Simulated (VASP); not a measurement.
The system is Mo3H.

```xyz
4
Lattice="-1.6235 1.6235 5.0192 1.6235 -1.6235 5.0192 1.6235 1.6235 -5.0192" Properties=species:S:1:pos:R:3 pbc="T T T"
H     1.6235    0.0000    2.5096
Mo    0.0000    0.0000    6.6253
Mo    0.0000    0.0000    3.4130
Mo    0.0000    0.0000    0.0000
```

* Program: VASP 6.6.1
* Task: relaxation of cell and atoms
* Functional: PBE
* Potentials or basis: VASP PAW PBE potentials, release 64 (H, Mo_sv)
* Cutoff: 600 eV
* k mesh: 8 × 8 × 8
* Occupations: gaussian, width 0.2 eV
* Spin: no spin polarisation

At the start: pressure -10.1 GPa; volume 13.23 Å³/atom.

Task: Where does the relaxation end?

Result: Over 5 steps the energy falls by 26.5 meV/atom and the volume is 12.62 Å³/atom (-4.6 %); space group I-4m2 (No. 119, to 0.1 Å) before and after.

Step by step:
```tsv
step	energy change (eV)	largest force (eV/Å)	pressure (GPa)	volume (Å³)
1	0.0000	0.4658	-10.07	52.92
2	0.1355	0.0008	22.14	46.80
3	-0.0917	0.3281	0.60	50.43
4	-0.0917	0.3247	0.84	50.38
5	-0.1060	0.0203	0.23	50.47
```

Final structure:
```
CELL_PARAMETERS angstrom
-1.61092 1.61092 4.86172
1.61092 -1.61092 4.86172
1.61092 1.61092 -4.86172
ATOMIC_POSITIONS crystal
H 0.25000 0.75000 0.50000
Mo 0.65764 0.65764 0.00000
Mo 0.34236 0.34236 0.00000
Mo 0.00000 0.00000 0.00000
```

Caveat: the highest band is partly filled, so the run has too few bands.
